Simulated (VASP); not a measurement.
Write the native input for VASP 6.6.1 that does the following.

```yaml
Task: single point
Functional: PBE
Potentials_or_basis: VASP PAW PBE potentials, release 64 (Ba_sv, H, F)
Cutoff: 520 eV
k_mesh: 6 × 6 × 4
Occupations: gaussian, width 0.0145 eV
Spin: no spin polarisation
Dipole_correction: no
Further_INCAR_settings: ALGO = Normal; EDIFF = 1e-06; NBANDS = 27
```

The structure of BaHF lies in POSCAR:

```
BaHF
1.0
    4.0551880000      0.0000000000      0.0000000000
    0.0000000000      4.0551880000      0.0000000000
    0.0000000000      0.0000000000      6.6255590000
Ba H F
2 2 2
Direct
    0.0000000000      0.5000000000      0.2417028647
    0.5000000000      0.0000000000      0.7582971353
    0.0000000000      0.0000000000      0.0000000000
    0.5000000000      0.5000000000      0.0000000000
    0.0000000000      0.5000000000      0.6391799720
    0.5000000000      0.0000000000      0.3608200280
```

One way to write it, as run:

INCAR

```
SYSTEM = BaHF
ALGO = Normal
EDIFF = 1E-6
ENCUT = 520
GGA = PE
ISIF = 2
ISMEAR = 0
LASPH = .True.
LCHARG = .False.
LREAL = .False.
LWAVE = .False.
NBANDS = 27
NELM = 80
PREC = Accurate
SIGMA = 0.0145
```

KPOINTS

```
k-points
0
Gamma
  6 6 4
  0 0 0
```

Potentials or basis: VASP PAW PBE potentials, release 64 (Ba_sv, H, F).

Command:

```console
$ cat potpaw_PBE.64/Ba_sv/POTCAR potpaw_PBE.64/H/POTCAR potpaw_PBE.64/F/POTCAR > POTCAR
$ mpirun -np 1 vasp_std > vasp.out
```

It gave:

The pressure is 0.6 GPa and the largest force is 0.070 eV/Å. The band gap on the k mesh is 3.53 eV (least direct gap 3.56 eV).

Caveat: spin-orbit coupling is left out, which moves the levels of the heavy elements.

Run time: 120 s on 1 thread of Intel Xeon 8259CL, with other jobs on the host, peak memory 0.25 GiB.
